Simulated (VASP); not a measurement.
A run of VASP 6.6.1 is set up as follows.

Contents of INCAR:

```
PREC = Accurate
ENCUT = 520
EDIFF = 1E-6
ISMEAR = -1
SIGMA = 0.1
LREAL = F
LASPH = T
NELM = 80
ALGO = Normal
ISIF = 2
LWAVE = F
LCHARG = F
GGA = RE
NBANDS = 13
```

KPOINTS

```
regular mesh
0
Gamma
  13 13 13
```

The input POSCAR:

```
Sn
1.0
    0.0000000000      2.4921339022      2.4921339022
    2.4921339022      0.0000000000      2.4921339022
    2.4921339022      2.4921339022      0.0000000000
Sn
1
Direct
    0.0000000000      0.0000000000      0.0000000000
```

Potentials or basis: VASP PAW PBE potentials, release 64 (Sn_d).

Run with:

```sh
$ cat potpaw_PBE.64/Sn_d/POTCAR > POTCAR
$ mpirun -np 1 vasp_std > vasp.out
```

Problem. Estimate the band gap on the k mesh.

Solution. Zero (band 7 reaches 13.45 eV, above the bottom of band 8 at 5.07 eV).

Problem. Estimate the pressure.

Solution. -2.8 GPa.

Caveat: the PAW data sets were made with another functional, which shifts forces and pressure a little; spin-orbit coupling is left out, which moves the levels of the heavy elements.
